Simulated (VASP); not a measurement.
Crystal: GaN.

```
CELL_PARAMETERS angstrom
0.00000 2.25350 2.25350
2.25350 0.00000 2.25350
2.25350 2.25350 0.00000
ATOMIC_POSITIONS crystal
Ga 0.00000 0.00000 0.00000
N 0.25000 0.25000 0.25000
```

* Program: VASP 6.6.1
* Task: relaxation of cell and atoms
* Functional: revPBE
* Dispersion: D4
* Potentials or basis: VASP PAW PBE potentials, release 64 (Ga_d, N)
* Cutoff: 600 eV
* k mesh: 10 × 10 × 10
* Occupations: fermi-dirac, width 0.05 eV
* Spin: no spin polarisation

At the start: pressure -3.7 GPa; volume 11.44 Å³/atom.

**Question.** How do energy, volume and symmetry change on relaxing?

**Answer.** Over 6 steps the energy falls by 2.8 meV/atom and the volume is 11.20 Å³/atom (-2.1 %); space group F-43m (No. 216, to 0.05 Å).

Step by step:
| step | energy change (eV) | largest force (eV/Å) | pressure (GPa) | volume (Å³) |
| --- | --- | --- | --- | --- |
| 1 | 0.0000 | 0.0000 | -3.68 | 22.89 |
| 2 | -0.0014 | 0.0000 | 3.40 | 22.03 |
| 3 | -0.0055 | 0.0000 | -0.46 | 22.42 |
| 4 | -0.0055 | 0.0000 | 0.46 | 22.37 |
| 5 | -0.0055 | 0.0000 | 0.16 | 22.40 |
| 6 | -0.0055 | 0.0000 | 0.12 | 22.41 |

Final structure:
```
Ga N
1.0
     0.00000    2.23758    2.23758
     2.23758    0.00000    2.23758
     2.23758    2.23758    0.00000
Ga N
1 1
Cartesian
  0.0000 0.0000 0.0000
  1.1188 1.1188 1.1188
```

Caveat: the PAW data sets were made with another functional, which shifts forces and pressure a little.
